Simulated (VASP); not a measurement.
# FeNi3 (Pm-3m) in VASP: a series of runs

Runs on FeNi3. Level: PBEsol. Tasks: single point.

Everything below comes from runs of VASP 6.6.1. Logs are shortened: lines on timing, memory, paths and dates and some standing lists are left out, and cuts for length are marked.

### 1 The cell of the first run

The structure is cubic, space group Pm-3m (No. 221). The conventional cell has a = 3.418 Å, b = 3.418 Å, c = 3.418 Å, α = 90.00°, β = 90.00°, γ = 90.00°. Fe (site symmetry m-3m) has 12 Ni at 2.42 Å within 3.2 Å. Ni (site symmetry 4/mmm) has 4 Fe at 2.42 Å and 8 Ni at 2.42 Å within 3.2 Å.

### 2 Single point, PBEsol, collinear spin, ferromagnetic start (9.98 Å³/atom)

File INCAR:

```
SYSTEM = FeNi3
PREC = Accurate
ENCUT = 520
EDIFF = 1E-7
ISMEAR = 0
SIGMA = 0.1
LREAL = .FALSE.
LASPH = .TRUE.
NELM = 150
ALGO = Normal
ISIF = 2
LWAVE = .FALSE.
LCHARG = .FALSE.
ISPIN = 2
MAGMOM = 3.13 0.75 0.75 0.75
LORBIT = 11
LMAXMIX = 4
GGA = PS
NBANDS = 31
```

File KPOINTS:

```
regular mesh
0
G
  12 12 12
  0 0 0
```

File POSCAR:

```
FeNi3
1.0
    3.4176031807      0.0000000000      0.0000000000
    0.0000000000      3.4176031807      0.0000000000
    0.0000000000      0.0000000000      3.4176031807
Fe Ni
1 3
Direct
    0.0000000000      0.0000000000      0.0000000000
    0.0000000000      0.5000000000      0.5000000000
    0.5000000000      0.0000000000      0.5000000000
    0.5000000000      0.5000000000      0.0000000000
```

Potentials or basis: VASP PAW PBE potentials, release 64 (Fe, Ni).

Launch:

```console
> cat potpaw_PBE.64/Fe/POTCAR potpaw_PBE.64/Ni/POTCAR > POTCAR
> mpirun -np 1 vasp_std > vasp.out
```

OUTCAR:

```text
SYSTEM = FeNi3
   PREC = Accurate
   ENCUT = 520
   EDIFF = 1E-7
   ISMEAR = 0
   LREAL = .FALSE.
   LASPH = .TRUE.
   NELM = 150
   ISIF = 2
   ISPIN = 2
   LORBIT = 11
   GGA = PS

 ion  position               nearest neighbor table
   1  0.000  0.000  0.000-   2 2.42   3 2.42   4 2.42   2 2.42   3 2.42   2 2.42   4 2.42   2 2.42
                             3 2.42   4 2.42   3 2.42   4 2.42
   2  0.000  0.500  0.500-   1 2.42   3 2.42   4 2.42   1 2.42   4 2.42   1 2.42   3 2.42   1 2.42
                             3 2.42   4 2.42   4 2.42   3 2.42
   3  0.500  0.000  0.500-   1 2.42   2 2.42   4 2.42   1 2.42   4 2.42   2 2.42   4 2.42   4 2.42
                             1 2.42   2 2.42   1 2.42   2 2.42
   4  0.500  0.500  0.000-   1 2.42   2 2.42   3 2.42   2 2.42   3 2.42   1 2.42   3 2.42   3 2.42
                             1 2.42   2 2.42   2 2.42   1 2.42

  LATTYP: Found a simple cubic cell.
 ALAT       =     3.4176031807

  Lattice vectors:

 A1 = (   3.4176031807,   0.0000000000,   0.0000000000)
 A2 = (   0.0000000000,   3.4176031807,   0.0000000000)
 A3 = (   0.0000000000,   0.0000000000,   3.4176031807)

Analysis of symmetry for initial positions (statically):
=====================================================================
 Subroutine PRICEL returns:
 Original cell was already a primitive cell.

 Routine SETGRP: Setting up the symmetry group for a
 simple cubic supercell.

 Subroutine GETGRP returns: Found 48 space group operations
 (whereof 48 operations were pure point group operations)
 out of a pool of 48 trial point group operations.

The static configuration has the point symmetry O_h .

Analysis of symmetry for dynamics (positions and initial velocities):
=====================================================================
 Subroutine PRICEL returns:
 Original cell was already a primitive cell.

 Routine SETGRP: Setting up the symmetry group for a
 simple cubic supercell.

 Subroutine GETGRP returns: Found 48 space group operations
 (whereof 48 operations were pure point group operations)
 out of a pool of 48 trial point group operations.

The dynamic configuration has the point symmetry O_h .

Analysis of structural, dynamic, and magnetic symmetry:
=====================================================================
 Subroutine PRICEL returns:
 Original cell was already a primitive cell.

 Routine SETGRP: Setting up the symmetry group for a
 simple cubic supercell.

 Subroutine GETGRP returns: Found 48 space group operations
 (whereof 48 operations were pure point group operations)
 out of a pool of 48 trial point group operations.

The overall configuration has the point symmetry O_h .

 Subroutine INISYM returns: Found 48 space group operations
 (whereof 48 operations are pure point group operations),
 and found     1 'primitive' translations

----------------------------------------------------------------------------------------

                                     Primitive cell

  volume of cell :      39.9176

  direct lattice vectors                    reciprocal lattice vectors
     3.417603181  0.000000000  0.000000000     0.292602724  0.000000000  0.000000000
     0.000000000  3.417603181  0.000000000     0.000000000  0.292602724  0.000000000
     0.000000000  0.000000000  3.417603181     0.000000000  0.000000000  0.292602724

  length of vectors
     3.417603181  3.417603181  3.417603181     0.292602724  0.292602724  0.292602724

  position of ions in fractional coordinates (direct lattice)
     0.000000000  0.000000000  0.000000000
     0.000000000  0.500000000  0.500000000
     0.500000000  0.000000000  0.500000000
     0.500000000  0.500000000  0.000000000

  ion indices of the primitive-cell ions
   primitive index   ion index
                 1           1
                 2           2
                 3           3
                 4           4

----------------------------------------------------------------------------------------

 KPOINTS: regular mesh

Automatic generation of k-mesh.
 Grid dimensions read from file:
 generate k-points for:   12   12   12

 Generating k-lattice:

  Cartesian coordinates                     Fractional coordinates (reciprocal lattice)
     0.024383560  0.000000000  0.000000000     0.083333333  0.000000000  0.000000000
     0.000000000  0.024383560  0.000000000     0.000000000  0.083333333  0.000000000
     0.000000000  0.000000000  0.024383560     0.000000000  0.000000000  0.083333333

  Length of vectors
     0.024383560  0.024383560  0.024383560

  Shift w.r.t. Gamma in fractional coordinates (k-lattice)
     0.000000000  0.000000000  0.000000000

 Subroutine IBZKPT returns following result:
 ===========================================

 Found     84 irreducible k-points:

 Following reciprocal coordinates:
            Coordinates               Weight
  0.000000  0.000000  0.000000      1.000000
  0.083333  0.000000  0.000000      6.000000
  0.166667  0.000000  0.000000      6.000000
  0.250000  0.000000  0.000000      6.000000
  0.333333  0.000000  0.000000      6.000000
  0.416667  0.000000  0.000000      6.000000
[... 16 lines left out ...]
  0.333333  0.333333  0.000000     12.000000
  0.416667  0.333333  0.000000     24.000000
 [... further k-points ...]
   k-points           NKPTS =     84   k-points in BZ     NKDIM =     84   number of bands    NBANDS=     31
   number of dos      NEDOS =    301   number of ions     NIONS =      4
   total plane-waves  NPLWV =  21952
   dimension x,y,z NGX =    28 NGY =   28 NGZ =   28
   dimension x,y,z NGXF=    56 NGYF=   56 NGZF=   56
   ions per type =               1   3
   NGX,Y,Z   is equivalent  to a cutoff of  13.62, 13.62, 13.62 a.u.
   NGXF,Y,Z  is equivalent  to a cutoff of  27.24, 27.24, 27.24 a.u.
 SYSTEM =  FeNi3
   PREC   = accura    normal or accurate (medium, high low for compatibility)
   ISTART =      0    job   : 0-new  1-cont  2-samecut
   ICHARG =      2    charge: 1-file 2-atom 10-const
   ISPIN  =      2    spin polarized calculation?
   LNONCOLLINEAR =      F non collinear calculations
   LSORBIT =      F    spin-orbit coupling
   LASPH  =      T    aspherical Exc in radial PAW
   ENCUT  =  520.0 eV  38.22 Ry    6.18 a.u.   6.35  6.35  6.35*2*pi/ulx,y,z
   NELM   =    150;   NELMIN=  2; NELMDL= -5     # of ELM steps
   EDIFF  = 0.1E-06   stopping-criterion for ELM
   LREAL  =      F    real-space projection
   EDIFFG = 0.1E-05   stopping-criterion for IOM
   NSW    =      0    number of steps for IOM
   IBRION =     -1    ionic relax: 0-MD 1-quasi-New 2-CG
   NFREE  =      0    steps in history (QN), initial steepest desc. (CG)
   ISIF   =      2    stress and relaxation
   ISYM   =      2    0-nonsym 1-usesym 2-fastsym
   POTIM  = 0.5000    time-step for ionic-motion
   TEBEG  =    0.0;   TEEND  =   0.0 temperature during run
   PSTRESS=    0.0 pullay stress
   NELECT =      38.0000    total number of electrons
   NUPDOWN=      -1.0000    fix difference up-down
   EMIN   =  10.00;   EMAX   =-10.00  energy-range for DOS
   EFERMI =   0.00;   METHOD = LEGACY
   ISMEAR =     0;   SIGMA  =   0.10  broadening in eV -4-tet -1-fermi 0-gaus
   EFERMI_NEDOS =   21; number of points for ismear=-14 and -15
   IALGO  =     38    algorithm
   IMIX   =      4    mixing-type and parameters
     AMIX     =   0.40;   BMIX     =  1.00
     AMIX_MAG =   1.60;   BMIX_MAG =  1.00
  volume/ion in A,a.u.               =       9.98        67.34
  Fermi-wavevector in a.u.,A,eV,Ry     =   1.610452  3.043313 35.287458  2.593555
  Thomas-Fermi vector in A             =   2.706000
   LORBIT       =     11    0 simple, 1 ext, 2 COOP (PROOUT), +10 PAW based schemes
   GGA     = PS    functional components
   LHFCALC =     F    Hartree Fock is set to
   AEXX    =    0.0000 exact exchange contribution
   IVDW    =     0    specifies the selected vdW correction
   LEPSILON=     F    determine dielectric tensor
   LRPA    =     F    only Hartree local field effects (RPA)
 spin polarized calculation
 Gauss-broadening in eV      SIGMA  =   0.10
  energy-cutoff  :      520.00
  volume of cell :       39.92
 maximum number of plane-waves:      1108
 NGX is ok and might be reduce to    28
   NGX = 13   NGY = 13   NGZ = 13

 number of electron      37.9999996 magnetization       4.6781218

 Free energy of the ion-electron system (eV)
  ---------------------------------------------------
  ext. energy  EPLUGINS =         0.00000000
  ---------------------------------------------------
  free energy    TOTEN  =       -27.53456337 eV

  energy without entropy =      -27.52056377  energy(sigma->0) =      -27.52756357

 E-fermi :   9.8810     XC(G=0): -13.9713

 val. band max:        9.8780899125   @ k =   0.0000   0.0000   0.0000
 cond. band min:       9.8815192032   @ k =   0.5000   0.3333   0.3333
 fundamental gap:      0.0034292907
 Fermi energy:         9.8810441121

 spin component 1

 k-point     1 :       0.0000    0.0000    0.0000
  band No.  band energies     occupation
      1       0.0122      1.00000
      2       3.9497      1.00000
      3       3.9497      1.00000
      4       4.5498      1.00000
      5       4.7660      1.00000
      6       4.7660      1.00000
[... 805 lines left out ...]
     30      24.6231      0.00000
     31      25.7330      0.00000

 [... further k-points ...]

 spin component 2

 k-point     1 :       0.0000    0.0000    0.0000
  band No.  band energies     occupation
      1       0.1170      1.00000
      2       4.9150      1.00000
      3       4.9150      1.00000
      4       4.9481      1.00000
      5       5.6990      1.00000
      6       5.6990      1.00000
[... 805 lines left out ...]
     30      25.0126      0.00000
     31      26.1983      0.00000

 [... further k-points ...]

------------------------ aborting loop because EDIFF is reached ----------------------------------------

  FORCE on cell =-STRESS in cart. coord.  units (eV):
  Direction    XX          YY          ZZ          XY          YZ          ZX
  --------------------------------------------------------------------------------------
  -------------------------------------------------------------------------------------
  Total        3.9796201      3.9796201      3.9796201      0.0000000      0.0000000     -0.0000000
  in kB      159.7302954    159.7302954    159.7302954      0.0000000      0.0000000     -0.0000000
  external PRESSURE =     159.7302954 kB  Pullay stress =       0.0000000 kB

 VOLUME and BASIS-vectors are now :
 -----------------------------------------------------------------------------
  energy-cutoff  :      520.00
  volume of cell :       39.92
      direct lattice vectors                 reciprocal lattice vectors
     3.417603181  0.000000000  0.000000000     0.292602724  0.000000000  0.000000000
     0.000000000  3.417603181  0.000000000     0.000000000  0.292602724  0.000000000
     0.000000000  0.000000000  3.417603181     0.000000000  0.000000000  0.292602724

 POSITION                                       TOTAL-FORCE (eV/Angst)
 -----------------------------------------------------------------------------------
      0.00000      0.00000      0.00000         0.000000      0.000000      0.000000
      0.00000      1.70880      1.70880         0.000000      0.000000      0.000000
      1.70880      0.00000      1.70880         0.000000      0.000000      0.000000
      1.70880      1.70880      0.00000         0.000000      0.000000      0.000000
 -----------------------------------------------------------------------------------
    total drift:                                0.000000      0.000000      0.000000

  FREE ENERGIE OF THE ION-ELECTRON SYSTEM (eV)
  ---------------------------------------------------
  free  energy   TOTEN  =       -27.5345633748 eV

  energy  without entropy=      -27.5205637723  energy(sigma->0) =      -27.52756357

 total charge

# of ion       s       p       d       tot
------------------------------------------
    1        0.523   0.603   6.212   7.338
    2        0.557   0.622   8.378   9.557
    3        0.557   0.622   8.378   9.557
    4        0.557   0.622   8.378   9.557
--------------------------------------------------
tot          2.195   2.468  31.346  36.009

 magnetization (x)

# of ion       s       p       d       tot
------------------------------------------
    1        0.009   0.004   2.758   2.771
    2       -0.014  -0.041   0.679   0.624
    3       -0.014  -0.041   0.679   0.624
    4       -0.014  -0.041   0.679   0.624
--------------------------------------------------
tot         -0.034  -0.117   4.794   4.642
```

It took 2.8 min on 1 thread of AMD EPYC 9R45 (Zen 5), shared host; peak memory 0.25 GiB.

Results:

```
Free energy                                           : -27.5346 eV
Pressure                                              : 16.0 GPa
Net moment                                            : 4.68 μB per cell
Site moments                                          : Fe +2.77; Ni +0.62 μB
Valence electrons inside the program's atomic spheres : Fe 7.34; Ni 9.56
```

Caveat: the cell stands under pressure; the PAW data sets were made with another functional, which shifts forces and pressure a little.

### 3 Single point, PBEsol, collinear spin, ferromagnetic start (10.30 Å³/atom)

This run uses another cell than the first one, of 10.30 Å³/atom.

File INCAR:

```
SYSTEM = FeNi3
ALGO = Normal
EDIFF = 1E-7
ENCUT = 520
GGA = PS
ISIF = 2
ISMEAR = 0
ISPIN = 2
LASPH = .True.
LCHARG = .False.
LMAXMIX = 4
LORBIT = 11
LREAL = .False.
LWAVE = .False.
MAGMOM = 3.13 0.75 0.75 0.75
NBANDS = 31
NELM = 150
PREC = Accurate
SIGMA = 0.1
```

File KPOINTS:

```
k-points
0
Gamma
  12 12 12
  0 0 0
```

File POSCAR:

```
FeNi3
1.0
    3.4535805949      0.0000000000      0.0000000000
    0.0000000000      3.4535805949      0.0000000000
    0.0000000000      0.0000000000      3.4535805949
Fe Ni
1 3
Direct
    0.0000000000      0.0000000000      0.0000000000
    0.0000000000      0.5000000000      0.5000000000
    0.5000000000      0.0000000000      0.5000000000
    0.5000000000      0.5000000000      0.0000000000
```

Potentials or basis: VASP PAW PBE potentials, release 64 (Fe, Ni).

Launch:

```console
> cat potpaw_PBE.64/Fe/POTCAR potpaw_PBE.64/Ni/POTCAR > POTCAR
> mpirun -np 1 vasp_std > vasp.out
```

It took 2.8 min on 1 thread of AMD EPYC 9R45 (Zen 5), shared host; peak memory 0.25 GiB.

The run converged. Its results:

- Free energy: -27.6260 eV
- Pressure: 7.3 GPa
- Net moment: 4.72 μB per cell
- Site moments: Fe +2.81; Ni +0.63 μB
- Valence electrons inside the program's atomic spheres: Fe 7.26; Ni 9.49

Levels at points of the mesh, in eV from the Fermi level:
Spin up:
```csv
k point,band 18,band 19,band 20,band 21,band 22,band 23,band 24,band 25
"(0.00, 0.00, 0.00)",-0.58,-0.58,-0.58,-0.58,2.27,2.27,2.27,9.56
"(0.50, 0.00, 0.00)",-1.63,-1.36,-1.08,-0.58,-0.58,7.94,7.94,7.95
"(0.50, 0.50, 0.00)",-1.72,-1.59,-1.58,0.89,0.89,1.00,1.04,11.75
"(0.50, 0.50, 0.50)",-0.75,-0.75,-0.75,-0.66,-0.66,-0.66,-0.58,6.00
```
Spin down:
```tsv
k point	band 14	band 15	band 16	band 17	band 18	band 19	band 20	band 21
(0.00, 0.00, 0.00)	0.29	0.29	0.29	1.05	1.05	1.38	1.38	1.38
(0.50, 0.00, 0.00)	-1.07	-0.95	-0.42	-0.18	-0.18	0.30	0.46	0.62
(0.50, 0.50, 0.00)	-1.34	-1.34	-0.88	-0.77	0.15	0.15	0.31	1.56
(0.50, 0.50, 0.50)	-0.53	-0.53	-0.53	0.06	0.06	0.06	0.87	0.87
```

Caveat: the cell stands under pressure; the PAW data sets were made with another functional, which shifts forces and pressure a little.

### 4 Single point, PBEsol, collinear spin, ferromagnetic start

This run uses another cell than the first one, of 10.62 Å³/atom.

File INCAR:

```
  PREC = Accurate
  ENCUT = 520
  EDIFF = 1E-6
  ISMEAR = 0
  SIGMA = 0.1
  LREAL = False
  LASPH = True
  NELM = 150
  ALGO = Normal
  ISIF = 2
  LWAVE = False
  LCHARG = True
  ISPIN = 2
  MAGMOM = 3.14 0.78 0.78 0.78
  LORBIT = 11
  LMAXMIX = 4
  GGA = PS
  LELF = True
  LVHAR = True
  NBANDS = 31
```

File KPOINTS:

```
regular mesh
0
Gamma
  12 12 12
```

File POSCAR:

```
FeNi3
1.0
    3.4888236474      0.0000000000      0.0000000000
    0.0000000000      3.4888236474      0.0000000000
    0.0000000000      0.0000000000      3.4888236474
Fe Ni
1 3
Direct
    0.0000000000      0.0000000000      0.0000000000
    0.0000000000      0.5000000000      0.5000000000
    0.5000000000      0.0000000000      0.5000000000
    0.5000000000      0.5000000000      0.0000000000
```

Launch:

```console
> cat potpaw_PBE.64/Fe/POTCAR potpaw_PBE.64/Ni/POTCAR > POTCAR
> mpirun -np 1 vasp_std > vasp.out
```

It took 2.7 min on 1 thread of AMD EPYC 9R45 (Zen 5), shared host; peak memory 0.26 GiB.

The run converged. Its results:

```
Free energy                                           : -27.6538 eV
Pressure                                              : -0.1 GPa
Net moment                                            : 4.74 μB per cell
Site moments                                          : Fe +2.85; Ni +0.63 μB
Valence electrons inside the program's atomic spheres : Fe 7.19; Ni 9.43
```

Levels at points of the mesh, in eV from the Fermi level:
Spin up:
```tsv
k point	band 17	band 18	band 19	band 20	band 21	band 22	band 23	band 24	band 25	band 26
(0.00, 0.00, 0.00)	-0.63	-0.63	-0.59	-0.59	-0.59	2.24	2.24	2.24	9.27	9.27
(0.50, 0.00, 0.00)	-1.64	-1.59	-1.37	-1.06	-0.63	-0.59	7.74	7.74	7.77	7.77
(0.50, 0.50, 0.00)	-1.71	-1.71	-1.55	-1.53	0.83	0.83	0.91	0.94	11.50	11.60
(0.50, 0.50, 0.50)	-0.78	-0.78	-0.78	-0.78	-0.62	-0.62	-0.62	-0.51	5.76	5.76
```
Spin down:
```tsv
k point	band 13	band 14	band 15	band 16	band 17	band 18	band 19	band 20	band 21	band 22
(0.00, 0.00, 0.00)	0.00	0.28	0.28	0.28	1.02	1.02	1.34	1.34	1.34	2.33
(0.50, 0.00, 0.00)	-1.02	-1.02	-0.90	-0.40	-0.15	-0.15	0.29	0.47	0.61	1.31
(0.50, 0.50, 0.00)	-1.28	-1.28	-1.28	-0.84	-0.73	0.16	0.16	0.33	1.49	1.49
(0.50, 0.50, 0.50)	-0.59	-0.50	-0.50	-0.50	0.06	0.06	0.06	0.85	0.85	0.85
```

Caveat: the PAW data sets were made with another functional, which shifts forces and pressure a little.

### 5 The runs side by side

```tsv
cell	gap on the mesh (eV)	pressure (GPa)	moment (μB)
a = 3.418 Å, 4 atoms	none	16.0	4.68
a = 3.454 Å, 4 atoms	none	7.3	4.72
a = 3.489 Å, 4 atoms	none	-0.1	4.74
```

Alike in all rows: task single point; level PBEsol; potentials or basis VASP PAW PBE potentials, release 64 (Fe, Ni); spin collinear, ferromagnetic start; k mesh 12 × 12 × 12; cutoff (eV) 520; smearing gaussian 0.1 eV.

Caveats: the PAW data sets were made with another functional, which shifts forces and pressure a little; the cell stands under pressure (at least some runs).

Total energies depend on the potentials used, so only differences within one code and one set of settings carry meaning.
